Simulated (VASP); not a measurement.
# MgO (I4mm) in VASP: notebook

The runs below take MgO through single point, with PBEsol.

Everything below comes from runs of VASP 6.6.1. Logs are shortened: lines on timing, memory, paths and dates and some standing lists are left out, and cuts for length are marked.

### Step 1. The cell of the first run

The structure is tetragonal, space group I4mm (No. 107). Conventional cell: a = 2.980 Å, b = 2.980 Å, c = 4.214 Å, α = 90.00°, β = 90.00°, γ = 90.00°. Mg (site symmetry 4mm) has 6 O at 2.01 to 2.21 Å within 2.7 Å. O (site symmetry 4mm) has 6 Mg at 2.01 to 2.21 Å within 2.7 Å.

### Step 2. Single point, PBEsol (all Mg atoms moved -0.100 Å, as atom 1 along Cartesian [0 1 0])

INCAR reads:

```
SYSTEM = MgO
  PREC = Accurate
  ENCUT = 520
  EDIFF = 1E-7
  ISMEAR = 0
  SIGMA = 0.05
  LREAL = .False.
  LASPH = .True.
  NELM = 80
  ALGO = Normal
  ISIF = 2
  LWAVE = .False.
  LCHARG = .False.
  GGA = PS
  NBANDS = 11
```

KPOINTS reads:

```
regular mesh
0
Gamma
  10 10 10
  0 0 0
```

POSCAR reads:

```
MgO
1.0
    0.0000000000      2.1071057202      2.1071057202
    2.1071057202      0.0000000000      2.1071057202
    2.1071057202      2.1071057202      0.0000000000
Mg O
1 1
Direct
   -0.0237292318      0.0237292318     -0.0237292318
    0.5000000000      0.5000000000      0.5000000000
```

Potentials or basis: VASP PAW PBE potentials, release 64 (Mg, O).

Launch:

```bash
$ cat potpaw_PBE.64/Mg/POTCAR potpaw_PBE.64/O/POTCAR > POTCAR
$ mpirun -np 1 vasp_std > vasp.out
```

OUTCAR:

```text
SYSTEM = MgO
   PREC = Accurate
   ENCUT = 520
   EDIFF = 1E-7
   ISMEAR = 0
   LREAL = .False.
   LASPH = .True.
   NELM = 80
   ISIF = 2
   GGA = PS

 ion  position               nearest neighbor table
   1  0.976  0.024  0.976-   2 2.01   2 2.11   2 2.11   2 2.11   2 2.11   2 2.21
   2  0.500  0.500  0.500-   1 2.01   1 2.11   1 2.11   1 2.11   1 2.11   1 2.21

  LATTYP: Found a face centered cubic cell.
 ALAT       =     4.2142114404

  Lattice vectors:

 A1 = (   0.0000000000,   2.1071057202,   2.1071057202)
 A2 = (   2.1071057202,   0.0000000000,   2.1071057202)
 A3 = (   2.1071057202,   2.1071057202,   0.0000000000)

Analysis of symmetry for initial positions (statically):
=====================================================================
 Subroutine PRICEL returns:
 Original cell was already a primitive cell.

 Routine SETGRP: Setting up the symmetry group for a
 face centered cubic supercell.

 Subroutine GETGRP returns: Found  8 space group operations
 (whereof  8 operations were pure point group operations)
 out of a pool of 48 trial point group operations.

The static configuration has the point symmetry C_4v.

Analysis of symmetry for dynamics (positions and initial velocities):
=====================================================================
 Subroutine PRICEL returns:
 Original cell was already a primitive cell.

 Routine SETGRP: Setting up the symmetry group for a
 face centered cubic supercell.

 Subroutine GETGRP returns: Found  8 space group operations
 (whereof  8 operations were pure point group operations)
 out of a pool of 48 trial point group operations.

The dynamic configuration has the point symmetry C_4v.

 Subroutine INISYM returns: Found  8 space group operations
 (whereof  8 operations are pure point group operations),
 and found     1 'primitive' translations

----------------------------------------------------------------------------------------

                                     Primitive cell

  volume of cell :      18.7107

  direct lattice vectors                    reciprocal lattice vectors
     0.000000000  2.107105720  2.107105720    -0.237292318  0.237292318  0.237292318
     2.107105720  0.000000000  2.107105720     0.237292318 -0.237292318  0.237292318
     2.107105720  2.107105720  0.000000000     0.237292318  0.237292318 -0.237292318

  length of vectors
     2.979897487  2.979897487  2.979897487     0.411002351  0.411002351  0.411002351

  position of ions in fractional coordinates (direct lattice)
     0.976270768  0.023729232  0.976270768
[... 88 lines left out ...]
   PSTRESS=    0.0 pullay stress
   NELECT =       8.0000    total number of electrons
   NUPDOWN=      -1.0000    fix difference up-down
   EMIN   =  10.00;   EMAX   =-10.00  energy-range for DOS
   EFERMI =   0.00;   METHOD = LEGACY
   ISMEAR =     0;   SIGMA  =   0.05  broadening in eV -4-tet -1-fermi 0-gaus
   EFERMI_NEDOS =   21; number of points for ismear=-14 and -15
   IALGO  =     38    algorithm
   IMIX   =      4    mixing-type and parameters
     AMIX     =   0.40;   BMIX     =  1.00
     AMIX_MAG =   1.60;   BMIX_MAG =  1.00
  volume/ion in A,a.u.               =       9.36        63.13
  Fermi-wavevector in a.u.,A,eV,Ry     =   1.233318  2.330634 20.695468  1.521074
  Thomas-Fermi vector in A             =   2.368053
   LORBIT       =      0    0 simple, 1 ext, 2 COOP (PROOUT), +10 PAW based schemes
   GGA     = PS    functional components
   LHFCALC =     F    Hartree Fock is set to
   AEXX    =    0.0000 exact exchange contribution
   IVDW    =     0    specifies the selected vdW correction
   LEPSILON=     F    determine dielectric tensor
   LRPA    =     F    only Hartree local field effects (RPA)
 non-spin polarized calculation
 Gauss-broadening in eV      SIGMA  =   0.05
  energy-cutoff  :      520.00
  volume of cell :       18.71
 maximum number of plane-waves:       531
 NGX is ok and might be reduce to    24
   NGX = 11   NGY = 11   NGZ = 11

 number of electron       8.0000005 magnetization

 Free energy of the ion-electron system (eV)
  ---------------------------------------------------
  ext. energy  EPLUGINS =         0.00000000
  ---------------------------------------------------
  free energy    TOTEN  =       -12.48456237 eV

  energy without entropy =      -12.48456237  energy(sigma->0) =      -12.48456237

 E-fermi :   3.2891     XC(G=0): -11.2991

 val. band max:        3.0463385470   @ k =   0.0000   0.0000   0.0000
 cond. band min:       7.6631540909   @ k =   0.0000   0.0000   0.0000
 fundamental gap:      4.6168155439
 Fermi energy:         3.2890870013

 k-point     1 :       0.0000    0.0000    0.0000
  band No.  band energies     occupation
      1     -14.1468      2.00000
      2       3.0327      2.00000
      3       3.0463      2.00000
      4       3.0463      2.00000
      5       7.6632      0.00000
      6      18.6964      0.00000
      7      18.7186      0.00000
      8      18.7186      0.00000
      9      22.4953      0.00000
     10      24.4065      0.00000
     11      24.4337      0.00000
[... 309 lines left out ...]
 k-point    24 :       0.1000    0.0000   -0.1000
  band No.  band energies     occupation
      1     -13.8703      2.00000
      2       1.6494      2.00000
      3       2.7079      2.00000
      4       2.9295      2.00000
      5       9.1030      0.00000
      6      16.3364      0.00000
      7      19.1097      0.00000
      8      19.3718      0.00000
      9      22.3379      0.00000
     10      23.7962      0.00000
     11      25.7836      0.00000

 [... further k-points ...]

------------------------ aborting loop because EDIFF is reached ----------------------------------------

  FORCE on cell =-STRESS in cart. coord.  units (eV):
  Direction    XX          YY          ZZ          XY          YZ          ZX
  --------------------------------------------------------------------------------------
  -------------------------------------------------------------------------------------
  Total       -0.0863799      0.3366510     -0.0863799      0.0000000      0.0000000     -0.0000000
  in kB       -7.3966367     28.8271410     -7.3966367      0.0000000      0.0000000     -0.0000000
  external PRESSURE =       4.6779558 kB  Pullay stress =       0.0000000 kB

 VOLUME and BASIS-vectors are now :
 -----------------------------------------------------------------------------
  energy-cutoff  :      520.00
  volume of cell :       18.71
      direct lattice vectors                 reciprocal lattice vectors
     0.000000000  2.107105720  2.107105720    -0.237292318  0.237292318  0.237292318
     2.107105720  0.000000000  2.107105720     0.237292318 -0.237292318  0.237292318
     2.107105720  2.107105720  0.000000000     0.237292318  0.237292318 -0.237292318

 POSITION                                       TOTAL-FORCE (eV/Angst)
 -----------------------------------------------------------------------------------
      2.10711      4.11421      2.10711         0.000000      0.577922      0.000000
      2.10711      2.10711      2.10711         0.000000     -0.577922      0.000000
 -----------------------------------------------------------------------------------
    total drift:                               -0.000000      0.000082     -0.000000

  FREE ENERGIE OF THE ION-ELECTRON SYSTEM (eV)
  ---------------------------------------------------
  free  energy   TOTEN  =       -12.4845623731 eV

  energy  without entropy=      -12.4845623731  energy(sigma->0) =      -12.48456237
```

Run time: 29 s. Hardware: 1 thread of Intel Xeon 8259CL, shared host; peak memory 0.15 GiB.

Results:

| Item | Value |
| --- | --- |
| Free energy | -12.4846 eV |
| Pressure | 0.5 GPa |
| Largest force | 0.578 eV/Å |
| Band gap on the k mesh | 4.62 eV, direct |

Forces in eV/Å, atoms in the order of the input:
```
Mg   0.000  0.578  0.000
O    0.000 -0.578  0.000
```

Stress tensor (GPa, compression positive):
```
-0.74  0.00  0.00
 0.00  2.88  0.00
 0.00  0.00 -0.74
```

Caveat: the cell differs from its parent crystal (all Mg atoms moved -0.100 Å, as atom 1 along Cartesian [0 1 0]); the PAW data sets were made with another functional, which shifts forces and pressure a little.

### Step 3. Single point, PBEsol (all Mg atoms moved +0.050 Å, as atom 1 along Cartesian [0 1 0])

INCAR reads:

```
PREC = Accurate
ENCUT = 520
EDIFF = 1E-6
ISMEAR = 0
SIGMA = 0.05
LREAL = F
LASPH = T
NELM = 100
ALGO = Normal
ISIF = 2
LWAVE = F
LCHARG = T
GGA = PS
LELF = T
LVHAR = T
NBANDS = 11
```

KPOINTS reads:

```
regular mesh
0
Gamma
  10 10 10
```

POSCAR, as its differences from that of step 2:

```diff
@@ -8,3 +8,3 @@
 Direct
-   -0.0237292318      0.0237292318     -0.0237292318
+    0.0118646159     -0.0118646159      0.0118646159
     0.5000000000      0.5000000000      0.5000000000
```

Potentials or basis: VASP PAW PBE potentials, release 64 (Mg, O).

Launch:

```bash
$ cat potpaw_PBE.64/Mg/POTCAR potpaw_PBE.64/O/POTCAR > POTCAR
$ mpirun -np 1 vasp_std > vasp.out
```

OUTCAR:

```text
PREC = Accurate
   ENCUT = 520
   EDIFF = 1E-6
   ISMEAR = 0
   LREAL = F
   LASPH = T
   NELM = 100
   ISIF = 2
   GGA = PS

 ion  position               nearest neighbor table
   1  0.012  0.988  0.012-   2 2.06   2 2.11   2 2.11   2 2.11   2 2.11   2 2.16
   2  0.500  0.500  0.500-   1 2.06   1 2.11   1 2.11   1 2.11   1 2.11   1 2.16

  LATTYP: Found a face centered cubic cell.
 ALAT       =     4.2142114404

  Lattice vectors:

 A1 = (   0.0000000000,   2.1071057202,   2.1071057202)
 A2 = (   2.1071057202,   0.0000000000,   2.1071057202)
 A3 = (   2.1071057202,   2.1071057202,   0.0000000000)

Analysis of symmetry for initial positions (statically):
=====================================================================
 Subroutine PRICEL returns:
 Original cell was already a primitive cell.

 Routine SETGRP: Setting up the symmetry group for a
 face centered cubic supercell.

 Subroutine GETGRP returns: Found  8 space group operations
 (whereof  8 operations were pure point group operations)
 out of a pool of 48 trial point group operations.

The static configuration has the point symmetry C_4v.

Analysis of symmetry for dynamics (positions and initial velocities):
=====================================================================
 Subroutine PRICEL returns:
 Original cell was already a primitive cell.

 Routine SETGRP: Setting up the symmetry group for a
 face centered cubic supercell.

 Subroutine GETGRP returns: Found  8 space group operations
 (whereof  8 operations were pure point group operations)
 out of a pool of 48 trial point group operations.

The dynamic configuration has the point symmetry C_4v.

 Subroutine INISYM returns: Found  8 space group operations
 (whereof  8 operations are pure point group operations),
 and found     1 'primitive' translations

----------------------------------------------------------------------------------------

                                     Primitive cell

[... 112 lines left out ...]
  Fermi-wavevector in a.u.,A,eV,Ry     =   1.233318  2.330634 20.695468  1.521074
  Thomas-Fermi vector in A             =   2.368053
   LORBIT       =      0    0 simple, 1 ext, 2 COOP (PROOUT), +10 PAW based schemes
   GGA     = PS    functional components
   LHFCALC =     F    Hartree Fock is set to
   AEXX    =    0.0000 exact exchange contribution
   IVDW    =     0    specifies the selected vdW correction
   LEPSILON=     F    determine dielectric tensor
   LRPA    =     F    only Hartree local field effects (RPA)
 non-spin polarized calculation
 Gauss-broadening in eV      SIGMA  =   0.05
  energy-cutoff  :      520.00
  volume of cell :       18.71
 maximum number of plane-waves:       531
 NGX is ok and might be reduce to    24
   NGX = 11   NGY = 11   NGZ = 11

 number of electron       8.0000005 magnetization

 Free energy of the ion-electron system (eV)
  ---------------------------------------------------
  ext. energy  EPLUGINS =         0.00000000
  ---------------------------------------------------
  free energy    TOTEN  =       -12.50567590 eV

  energy without entropy =      -12.50567590  energy(sigma->0) =      -12.50567590

 E-fermi :   3.2890     XC(G=0): -11.3021

 val. band max:        3.0534829055   @ k =   0.0000   0.0000   0.0000
 cond. band min:       7.6722616336   @ k =   0.0000   0.0000   0.0000
 fundamental gap:      4.6187787280
 Fermi energy:         3.2889539709

 k-point     1 :       0.0000    0.0000    0.0000
  band No.  band energies     occupation
      1     -14.1433      2.00000
      2       3.0500      2.00000
      3       3.0535      2.00000
      4       3.0535      2.00000
      5       7.6723      0.00000
      6      18.6834      0.00000
      7      18.6890      0.00000
      8      18.6890      0.00000
      9      22.5120      0.00000
     10      24.4013      0.00000
     11      24.4082      0.00000
[... 309 lines left out ...]
 k-point    24 :       0.1000    0.0000   -0.1000
  band No.  band energies     occupation
      1     -13.8664      2.00000
      2       1.6609      2.00000
      3       2.7151      2.00000
      4       2.9345      2.00000
      5       9.1095      0.00000
      6      16.3373      0.00000
      7      19.1028      0.00000
      8      19.3547      0.00000
      9      22.3318      0.00000
     10      23.7794      0.00000
     11      25.7454      0.00000

 [... further k-points ...]
[... 5 lines left out ...]
  --------------------------------------------------------------------------------------
  -------------------------------------------------------------------------------------
  Total       -0.0678757      0.0370789     -0.0678757     -0.0000000      0.0000000     -0.0000000
  in kB       -5.8121409      3.1750356     -5.8121409     -0.0000000      0.0000000     -0.0000000
  external PRESSURE =      -2.8164154 kB  Pullay stress =       0.0000000 kB

 VOLUME and BASIS-vectors are now :
 -----------------------------------------------------------------------------
  energy-cutoff  :      520.00
  volume of cell :       18.71
      direct lattice vectors                 reciprocal lattice vectors
     0.000000000  2.107105720  2.107105720    -0.237292318  0.237292318  0.237292318
     2.107105720  0.000000000  2.107105720     0.237292318 -0.237292318  0.237292318
     2.107105720  2.107105720  0.000000000     0.237292318  0.237292318 -0.237292318

 POSITION                                       TOTAL-FORCE (eV/Angst)
 -----------------------------------------------------------------------------------
      2.10711      0.05000      2.10711         0.000000     -0.274240      0.000000
      2.10711      2.10711      2.10711         0.000000      0.274240      0.000000
 -----------------------------------------------------------------------------------
    total drift:                                0.000000      0.000022      0.000000

  FREE ENERGIE OF THE ION-ELECTRON SYSTEM (eV)
  ---------------------------------------------------
  free  energy   TOTEN  =       -12.5056758975 eV

  energy  without entropy=      -12.5056758975  energy(sigma->0) =      -12.50567590
```

stdout:

```text
POSCAR found type information on POSCAR MgO
 POSCAR found :  2 types and       2 ions
 scaLAPACK will be used
 -----------------------------------------------------------------------------
|                                                                             |
|                                                                             |
|     You enforced a specific xc type in the INCAR file but a different       |
|     I HOPE YOU KNOW WHAT YOU ARE DOING!                                     |
|                                                                             |
 -----------------------------------------------------------------------------

 LDA part: xc-table for (Slater+PW92), standard interpolation
 POSCAR, INCAR and KPOINTS ok, starting setup
 FFT: planning ... GRIDC
 FFT: planning ... GRID_SOFT
 FFT: planning ... GRID
 WAVECAR not read
 entering main loop
```

Wall time 30 s (1 thread of Intel Xeon 8259CL, shared host); peak memory 0.15 GiB.

What came out:

| Quantity | Value |
| --- | --- |
| Free energy | -12.5057 eV |
| Pressure | -0.3 GPa |
| Largest force | 0.274 eV/Å |
| Band gap on the k mesh | 4.62 eV, direct |

Forces on the atoms (eV/Å):
```
Mg   0.000 -0.274  0.000
O    0.000  0.274  0.000
```

Levels at points of the mesh, in eV from the valence-band top:
```tsv
k point	band 2	band 3	band 4	band 5	band 6	band 7
(0.00, 0.00, 0.00)	0.00	0.00	0.00	4.62	15.63	15.64
(0.50, 0.00, 0.00)	-4.67	-0.66	-0.66	7.74	12.48	16.16
(0.50, 0.50, 0.00)	-4.14	-1.37	-1.36	8.93	9.85	12.96
(0.50, 0.00, 0.50)	-4.13	-1.36	-1.36	8.92	9.84	12.96
```

Caveat: the cell differs from its parent crystal (all Mg atoms moved +0.050 Å, as atom 1 along Cartesian [0 1 0]); the PAW data sets were made with another functional, which shifts forces and pressure a little.
